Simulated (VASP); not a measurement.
A run of VASP 6.6.1 is set up as follows.

File INCAR:

```
  PREC = Accurate
  ENCUT = 520
  EDIFF = 1E-7
  ISMEAR = 0
  SIGMA = 0.1
  LREAL = F
  LASPH = T
  NELM = 100
  ALGO = Normal
  ISIF = 2
  LWAVE = F
  LCHARG = F
  GGA = PE
  NBANDS = 46
```

The input KPOINTS:

```
Automatic mesh
0
Gamma
  10 10 4
```

POSCAR

```
In3GaP4
1.0
    3.8665302634      0.0000000000      0.0000000000
    0.0000000000      3.8665302634      0.0000000000
    0.0000000000      0.0000000000     10.8854395530
In Ga P
3 1 4
Direct
    0.0000000000      0.0000000000      0.7468162438
    0.5000000000      0.5000000000      0.0000000000
    0.0000000000      0.0000000000      0.2531837562
    0.5000000000      0.5000000000      0.5000000000
    0.0000000000      0.0000000000      0.0000000000
    0.5000000000      0.5000000000      0.2654220263
    0.0000000000      0.0000000000      0.5000000000
    0.5000000000      0.5000000000      0.7345779737
```

Potentials or basis: VASP PAW PBE potentials, release 64 (In_d, Ga_d, P).

Command:

```sh
$ cat potpaw_PBE.64/In_d/POTCAR potpaw_PBE.64/Ga_d/POTCAR potpaw_PBE.64/P/POTCAR > POTCAR
$ mpirun -np 1 vasp_std > vasp.out
```

Problem. Predict the band gap on the k mesh.

Solution. Zero (bands 36 and 37 overlap by 2.63 eV).

Problem. What does it give for the largest force?

Solution. 0.005 eV/Å.

Forces in eV/Å, atoms in the order of the input:
```
In   0.000  0.000 -0.002
In   0.000  0.000  0.000
In   0.000  0.000  0.002
Ga   0.000  0.000  0.000
P    0.000  0.000  0.000
P    0.000  0.000 -0.005
P    0.000  0.000  0.000
P    0.000  0.000  0.005
```

Caveat: spin-orbit coupling is left out, which moves the levels of the heavy elements.
